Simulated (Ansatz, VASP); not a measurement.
## Two plane-wave programs on GaSb

Contents of INCAR:

```
PREC = Accurate ; ENCUT = 520
EDIFF = 1E-7 ; ISMEAR = 0
SIGMA = 0.1 ; LREAL = False
LASPH = True ; NELM = 60
ALGO = Normal ; ISIF = 2
LWAVE = False ; LCHARG = True
GGA = PE ; LELF = True
LVHAR = True ; NBANDS = 16
```

Contents of KPOINTS:

```
regular mesh
0
Gamma
  6 6 6
```

The input POSCAR:

```
GaSb
1.0
   -2.7534339400      2.7534339400      1.5907069400
    2.7534339400     -2.7534339400      1.5907069400
    2.7534339400      2.7534339400     -1.5907069400
Ga Sb
1 1
Direct
    0.7500000000      0.2500000000      0.5000000000
    0.0000000000      0.0000000000      0.0000000000
```

Input for Ansatz:

```yaml
crystal:
  lattice:
    - [-2.75343394, 2.75343394, 1.59070694]
    - [2.75343394, -2.75343394, 1.59070694]
    - [2.75343394, 2.75343394, -1.59070694]
  atoms:
    - { symbol: Ga, position: [0.75, 0.25, 0.5] }
    - { symbol: Sb, position: [0.0, 0.0, 0.0] }
basis:
  ecutwfc: 420
kpoints:
  mp_grid: { grid: [6, 6, 6] }
hamiltonian:
  xc: pbe
scf:
  occupations: { method: gaussian, width: 0.1 }
  lower_state_search: "off"
output:
  forces: true
  stress: true
  eigenvalues: true
```

Alike in both runs: task single point; functional PBE; k mesh 6 × 6 × 6; occupations gaussian, width 0.1 eV; no spin polarisation.

|  | VASP | Ansatz |
| --- | --- | --- |
| version | VASP 6.6.1 | Ansatz 0.2.0 |
| potentials or method | VASP PAW PBE potentials, release 64 (Ga_d, Sb), cutoff 520 eV | scalar-relativistic, plane waves, PAW |
| valence electrons in the cell | 18 | 28 |

|  | VASP | Ansatz | Ansatz less VASP |
| --- | --- | --- | --- |
| gap on the k mesh at the Fermi level (eV) | none | none | - |
| pressure (GPa) | 0.4 | 0.4 | +0.02 |
| traceless stress, the component that is largest in VASP (GPa) | -2.18 | -2.13 | +0.049 |

A gap of «none» marks a metal or a gap that the smearing closes. The functional is the same, so the differences come from potentials, cutoffs and numerics. VASP's potentials hold 18 valence electrons a cell and Ansatz's 28, so a difference there can come from the potentials and not from the codes.

The k mesh is coarse, so the values compare programs but aren't converged. Neither program's run includes spin-orbit coupling.
